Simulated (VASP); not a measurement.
# GeN (I4mm) in VASP: single point with PBE

Aim: the single point of GeN with PBE.

All numbers are computed with VASP 6.6.1; they aren't measurements. Logs are shortened: lines on timing, memory, paths and dates and some standing lists are left out, and cuts for length are marked.

### 1 The cell of the first run

The structure is tetragonal, space group I4mm (No. 107). Conventional cell: a = 3.090 Å, b = 3.090 Å, c = 4.913 Å, α = 90.00°, β = 90.00°, γ = 90.00°. Within 2.7 Å of Ge (site symmetry 4mm) lie 5 N at 2.03 to 2.23 Å. Within 2.7 Å of N (site symmetry 4mm) lie 5 Ge at 2.03 to 2.23 Å.

The cell was built from a structure type or drawn by symmetry, and may not be a known phase.

### 2 Single point, PBE

Input file INCAR:

```
PREC = Accurate ; ENCUT = 600
EDIFF = 1E-6 ; ISMEAR = 0
SIGMA = 0.2 ; LREAL = F
LASPH = T ; NELM = 120
ALGO = Normal ; ISIF = 2
LWAVE = F ; LCHARG = F
GGA = PE ; NBANDS = 16
GGA_COMPAT = F
```

Input file KPOINTS:

```
Automatic mesh
0
Gamma
  8 8 8
```

Input file POSCAR:

```
GeN
1.0
   -1.5448028686      1.5448028686      2.4563962942
    1.5448028686     -1.5448028686      2.4563962942
    1.5448028686      1.5448028686     -2.4563962942
Ge N
1 1
Direct
    0.4205214960      0.4205214960      0.0000000000
    0.0074785040      0.0074785040      0.0000000000
```

Potentials or basis: VASP PAW PBE potentials, release 64 (Ge_d, N).

On the command line:

```sh
cat potpaw_PBE.64/Ge_d/POTCAR potpaw_PBE.64/N/POTCAR > POTCAR
mpirun -np 1 vasp_std > vasp.out
```

OUTCAR:

```text
PREC = Accurate
   ENCUT = 600
   EDIFF = 1E-6
   ISMEAR = 0
   LREAL = F
   LASPH = T
   NELM = 120
   ISIF = 2
   GGA = PE

 ion  position               nearest neighbor table
   1  0.421  0.421  0.000-   2 2.03   2 2.23   2 2.23   2 2.23   2 2.23
   2  0.007  0.007  0.000-   1 2.03   1 2.23   1 2.23   1 2.23   1 2.23

  LATTYP: Found a body centered tetragonal cell.
 ALAT       =     3.0896057372
 C/A-ratio  =     1.5901034003

  Lattice vectors:

 A1 = (  -1.5448028686,   1.5448028686,   2.4563962942)
 A2 = (   1.5448028686,  -1.5448028686,   2.4563962942)
 A3 = (   1.5448028686,   1.5448028686,  -2.4563962942)

Analysis of symmetry for initial positions (statically):
=====================================================================
 Subroutine PRICEL returns:
 Original cell was already a primitive cell.

 Routine SETGRP: Setting up the symmetry group for a
 body centered tetragonal supercell.

 Subroutine GETGRP returns: Found  8 space group operations
 (whereof  8 operations were pure point group operations)
 out of a pool of 16 trial point group operations.

The static configuration has the point symmetry C_4v.

Analysis of symmetry for dynamics (positions and initial velocities):
=====================================================================
 Subroutine PRICEL returns:
 Original cell was already a primitive cell.

 Routine SETGRP: Setting up the symmetry group for a
 body centered tetragonal supercell.

 Subroutine GETGRP returns: Found  8 space group operations
 (whereof  8 operations were pure point group operations)
 out of a pool of 16 trial point group operations.

The dynamic configuration has the point symmetry C_4v.

 Subroutine INISYM returns: Found  8 space group operations
 (whereof  8 operations are pure point group operations),
 and found     1 'primitive' translations

----------------------------------------------------------------------------------------

                                     Primitive cell

  volume of cell :      23.4479

  direct lattice vectors                    reciprocal lattice vectors
    -1.544802869  1.544802869  2.456396294     0.000000000  0.323665893  0.203550218
     1.544802869 -1.544802869  2.456396294     0.323665893  0.000000000  0.203550218
     1.544802869  1.544802869 -2.456396294     0.323665893  0.323665893  0.000000000

  length of vectors
     3.287356774  3.287356774  3.287356774     0.382351019  0.382351019  0.457732696

  position of ions in fractional coordinates (direct lattice)
     0.420521496  0.420521496  0.000000000
     0.007478504  0.007478504  0.000000000

  ion indices of the primitive-cell ions
   primitive index   ion index
                 1           1
                 2           2

----------------------------------------------------------------------------------------

 KPOINTS: Automatic mesh

Automatic generation of k-mesh.
 Grid dimensions read from file:
 generate k-points for:    8    8    8

 Generating k-lattice:

  Cartesian coordinates                     Fractional coordinates (reciprocal lattice)
     0.000000000  0.040458237  0.025443777     0.125000000 -0.000000000  0.000000000
     0.040458237  0.000000000  0.025443777    -0.000000000  0.125000000  0.000000000
     0.040458237  0.040458237  0.000000000     0.000000000  0.000000000  0.125000000

  Length of vectors
     0.047793877  0.047793877  0.057216587

  Shift w.r.t. Gamma in fractional coordinates (k-lattice)
     0.000000000  0.000000000  0.000000000

 Subroutine IBZKPT returns following result:
 ===========================================

 Found     59 irreducible k-points:

 Following reciprocal coordinates:
            Coordinates               Weight
  0.000000  0.000000  0.000000      1.000000
  0.125000 -0.000000  0.000000      8.000000
  0.250000 -0.000000  0.000000      8.000000
  0.375000 -0.000000  0.000000      8.000000
  0.500000 -0.000000  0.000000      4.000000
  0.125000  0.125000  0.000000      8.000000
[... 16 lines left out ...]
  0.250000  0.125000  0.125000     16.000000
  0.375000  0.125000  0.125000      8.000000
 [... further k-points ...]
   k-points           NKPTS =     59   k-points in BZ     NKDIM =     59   number of bands    NBANDS=     16
   number of dos      NEDOS =    301   number of ions     NIONS =      2
   total plane-waves  NPLWV =  21952
   dimension x,y,z NGX =    28 NGY =   28 NGZ =   28
   dimension x,y,z NGXF=    56 NGYF=   56 NGZF=   56
   ions per type =               1   1
   NGX,Y,Z   is equivalent  to a cutoff of  14.16, 14.16, 14.16 a.u.
   NGXF,Y,Z  is equivalent  to a cutoff of  28.32, 28.32, 28.32 a.u.
 SYSTEM =  unknown system
   PREC   = accura    normal or accurate (medium, high low for compatibility)
   ISTART =      0    job   : 0-new  1-cont  2-samecut
   ICHARG =      2    charge: 1-file 2-atom 10-const
   ISPIN  =      1    spin polarized calculation?
   LNONCOLLINEAR =      F non collinear calculations
   LSORBIT =      F    spin-orbit coupling
   LASPH  =      T    aspherical Exc in radial PAW
   ENCUT  =  600.0 eV  44.10 Ry    6.64 a.u.   6.57  6.57  6.57*2*pi/ulx,y,z
   NELM   =    120;   NELMIN=  2; NELMDL= -5     # of ELM steps
   EDIFF  = 0.1E-05   stopping-criterion for ELM
   LREAL  =      F    real-space projection
   EDIFFG = 0.1E-04   stopping-criterion for IOM
   NSW    =      0    number of steps for IOM
   IBRION =     -1    ionic relax: 0-MD 1-quasi-New 2-CG
   NFREE  =      0    steps in history (QN), initial steepest desc. (CG)
   ISIF   =      2    stress and relaxation
   ISYM   =      2    0-nonsym 1-usesym 2-fastsym
   POTIM  = 0.5000    time-step for ionic-motion
   TEBEG  =    0.0;   TEEND  =   0.0 temperature during run
   PSTRESS=    0.0 pullay stress
   NELECT =      19.0000    total number of electrons
   NUPDOWN=      -1.0000    fix difference up-down
   EMIN   =  10.00;   EMAX   =-10.00  energy-range for DOS
   EFERMI =   0.00;   METHOD = LEGACY
   ISMEAR =     0;   SIGMA  =   0.20  broadening in eV -4-tet -1-fermi 0-gaus
   EFERMI_NEDOS =   21; number of points for ismear=-14 and -15
   IALGO  =     38    algorithm
   IMIX   =      4    mixing-type and parameters
     AMIX     =   0.40;   BMIX     =  1.00
     AMIX_MAG =   1.60;   BMIX_MAG =  1.00
  volume/ion in A,a.u.               =      11.72        79.12
  Fermi-wavevector in a.u.,A,eV,Ry     =   1.526246  2.884187 31.693772  2.329427
  Thomas-Fermi vector in A             =   2.634306
   LORBIT       =      0    0 simple, 1 ext, 2 COOP (PROOUT), +10 PAW based schemes
   GGA     = PE    functional components
   LHFCALC =     F    Hartree Fock is set to
   AEXX    =    0.0000 exact exchange contribution
   IVDW    =     0    specifies the selected vdW correction
   LEPSILON=     F    determine dielectric tensor
   LRPA    =     F    only Hartree local field effects (RPA)
 non-spin polarized calculation
 Gauss-broadening in eV      SIGMA  =   0.20
  energy-cutoff  :      600.00
  volume of cell :       23.45
 maximum number of plane-waves:       797
 NGX is ok and might be reduce to    28
   NGX = 13   NGY = 13   NGZ = 13

 number of electron      18.9999995 magnetization

 Free energy of the ion-electron system (eV)
  ---------------------------------------------------
  ext. energy  EPLUGINS =         0.00000000
  ---------------------------------------------------
  free energy    TOTEN  =       -11.68850474 eV

  energy without entropy =      -11.68197990  energy(sigma->0) =      -11.68524232

 E-fermi :   8.2211     XC(G=0): -12.0166

 val. band max:        8.1804514786   @ k =  -0.2500   0.2500   0.0000
 cond. band min:       8.3181261469   @ k =  -0.2500  -0.2500   0.1250
 fundamental gap:      0.1376746683
 Fermi energy:         8.2211378004

 k-point     1 :       0.0000    0.0000    0.0000
  band No.  band energies     occupation
      1     -17.2277      2.00000
      2     -17.1896      2.00000
      3     -17.1750      2.00000
      4     -17.1750      2.00000
      5     -17.1680      2.00000
      6     -10.1103      2.00000
[... 8 lines left out ...]
     15      21.0374      0.00000
     16      21.2656      0.00000

 k-point     2 :       0.1250   -0.0000    0.0000
  band No.  band energies     occupation
      1     -17.2225      2.00000
      2     -17.1906      2.00000
      3     -17.1754      2.00000
      4     -17.1739      2.00000
      5     -17.1677      2.00000
      6      -9.8547      2.00000
[... 8 lines left out ...]
     15      19.9783      0.00000
     16      20.8626      0.00000

 k-point     3 :       0.2500   -0.0000    0.0000
  band No.  band energies     occupation
      1     -17.2173      2.00000
      2     -17.1935      2.00000
      3     -17.1865      2.00000
      4     -17.1640      2.00000
      5     -17.1566      2.00000
      6      -9.1271      2.00000
[... 8 lines left out ...]
     15      21.1643      0.00000
     16      21.3763      0.00000

 k-point     4 :       0.3750   -0.0000    0.0000
  band No.  band energies     occupation
      1     -17.2207      2.00000
      2     -17.1983      2.00000
      3     -17.1955      2.00000
      4     -17.1468      2.00000
      5     -17.1447      2.00000
      6      -8.1179      2.00000
[... 8 lines left out ...]
     15      23.2096      0.00000
     16      23.4052      0.00000

 k-point     5 :       0.5000   -0.0000    0.0000
  band No.  band energies     occupation
      1     -17.2235      2.00000
      2     -17.2032      2.00000
      3     -17.1961      2.00000
      4     -17.1398      2.00000
      5     -17.1386      2.00000
      6      -7.5122      2.00000
[... 8 lines left out ...]
     15      24.6966      0.00000
     16      24.9794      0.00000

 k-point     6 :       0.1250    0.1250    0.0000
  band No.  band energies     occupation
      1     -17.2173      2.00000
      2     -17.1969      2.00000
      3     -17.1790      2.00000
      4     -17.1721      2.00000
      5     -17.1590      2.00000
      6      -9.4647      2.00000
[... 8 lines left out ...]
     15      21.0464      0.00000
     16      21.0562      0.00000

 k-point     7 :       0.2500    0.1250    0.0000
  band No.  band energies     occupation
      1     -17.2122      2.00000
      2     -17.2001      2.00000
      3     -17.1889      2.00000
      4     -17.1633      2.00000
      5     -17.1495      2.00000
      6      -8.6441      2.00000
[... 8 lines left out ...]
     15      21.6282      0.00000
     16      22.5223      0.00000

 k-point     8 :       0.3750    0.1250    0.0000
  band No.  band energies     occupation
      1     -17.2195      2.00000
      2     -17.2028      2.00000
      3     -17.1906      2.00000
      4     -17.1480      2.00000
      5     -17.1444      2.00000
      6      -7.6765      2.00000
[... 8 lines left out ...]
     15      23.1353      0.00000
     16      23.7515      0.00000

 k-point     9 :       0.5000    0.1250    0.0000
  band No.  band energies     occupation
      1     -17.2225      2.00000
      2     -17.2045      2.00000
      3     -17.1895      2.00000
      4     -17.1479      2.00000
      5     -17.1385      2.00000
      6      -7.3995      2.00000
[... 8 lines left out ...]
     15      23.1372      0.00000
     16      25.3610      0.00000
[... 172 lines left out ...]
 k-point    19 :       0.5000    0.3750    0.0000
  band No.  band energies     occupation
      1     -17.2736      2.00000
      2     -17.2044      2.00000
      3     -17.1562      2.00000
      4     -17.1402      2.00000
      5     -17.1356      2.00000
      6      -6.6727      2.00000
[... 8 lines left out ...]
     15      24.4206      0.00000
     16      26.4993      0.00000

 k-point    20 :      -0.3750    0.3750    0.0000
  band No.  band energies     occupation
      1     -17.2645      2.00000
      2     -17.2058      2.00000
      3     -17.1552      2.00000
      4     -17.1466      2.00000
      5     -17.1391      2.00000
      6      -7.2687      2.00000
[... 8 lines left out ...]
     15      23.3107      0.00000
     16      28.5529      0.00000

 k-point    21 :       0.5000    0.5000    0.0000
  band No.  band energies     occupation
      1     -17.2857      2.00000
      2     -17.2110      2.00000
      3     -17.1494      2.00000
      4     -17.1330      2.00000
      5     -17.1319      2.00000
      6      -6.4653      2.00000
[... 8 lines left out ...]
     15      24.1103      0.00000
     16      27.7935      0.00000

 k-point    22 :       0.1250    0.1250    0.1250
  band No.  band energies     occupation
      1     -17.2165      2.00000
      2     -17.1896      2.00000
      3     -17.1817      2.00000
      4     -17.1770      2.00000
      5     -17.1485      2.00000
      6      -8.4578      2.00000
[... 8 lines left out ...]
     15      22.1038      0.00000
     16      24.5242      0.00000

 k-point    23 :       0.2500    0.1250    0.1250
  band No.  band energies     occupation
      1     -17.2324      2.00000
      2     -17.1897      2.00000
      3     -17.1810      2.00000
      4     -17.1604      2.00000
      5     -17.1446      2.00000
      6      -7.5406      2.00000
[... 8 lines left out ...]
     15      22.4425      0.00000
     16      26.0695      0.00000

 k-point    24 :       0.3750    0.1250    0.1250
  band No.  band energies     occupation
      1     -17.2388      2.00000
      2     -17.1928      2.00000
      3     -17.1760      2.00000
      4     -17.1568      2.00000
      5     -17.1414      2.00000
      6      -7.0242      2.00000
[... 8 lines left out ...]
     15      21.5521      0.00000
     16      26.7041      0.00000

 [... further k-points ...]

------------------------ aborting loop because EDIFF is reached ----------------------------------------

  FORCE on cell =-STRESS in cart. coord.  units (eV):
  Direction    XX          YY          ZZ          XY          YZ          ZX
  --------------------------------------------------------------------------------------
  -------------------------------------------------------------------------------------
  Total        0.0615681      0.0615681     -0.0402400      0.0000000      0.0000000      0.0000000
  in kB        4.2068966      4.2068966     -2.7495618      0.0000000      0.0000000      0.0000000
  external PRESSURE =       1.8880771 kB  Pullay stress =       0.0000000 kB

 VOLUME and BASIS-vectors are now :
 -----------------------------------------------------------------------------
  energy-cutoff  :      600.00
  volume of cell :       23.45
      direct lattice vectors                 reciprocal lattice vectors
    -1.544802869  1.544802869  2.456396294     0.000000000  0.323665893  0.203550218
     1.544802869 -1.544802869  2.456396294     0.323665893  0.000000000  0.203550218
     1.544802869  1.544802869 -2.456396294     0.323665893  0.323665893  0.000000000

 POSITION                                       TOTAL-FORCE (eV/Angst)
 -----------------------------------------------------------------------------------
      0.00000      0.00000      2.06593        -0.000000     -0.000000     -0.018174
      0.00000      0.00000      0.03674         0.000000      0.000000      0.018174
 -----------------------------------------------------------------------------------
    total drift:                               -0.000001     -0.000001      0.000397

  FREE ENERGIE OF THE ION-ELECTRON SYSTEM (eV)
  ---------------------------------------------------
  free  energy   TOTEN  =       -11.6885047416 eV

  energy  without entropy=      -11.6819798973  energy(sigma->0) =      -11.68524232
```

It took 57 s on 1 thread of Intel Xeon 8259CL, shared host; peak memory 0.17 GiB.

What came out:

| Item | Value |
| --- | --- |
| Free energy | -11.6885 eV |
| Pressure | 0.2 GPa |
| Largest force | 0.018 eV/Å |
| Band gap on the k mesh | zero (an odd number of electrons rules out a gap without spin polarisation) |

Forces in eV/Å, atoms in the order of the input:
```
Ge   0.000  0.000 -0.018
N    0.000  0.000  0.018
```
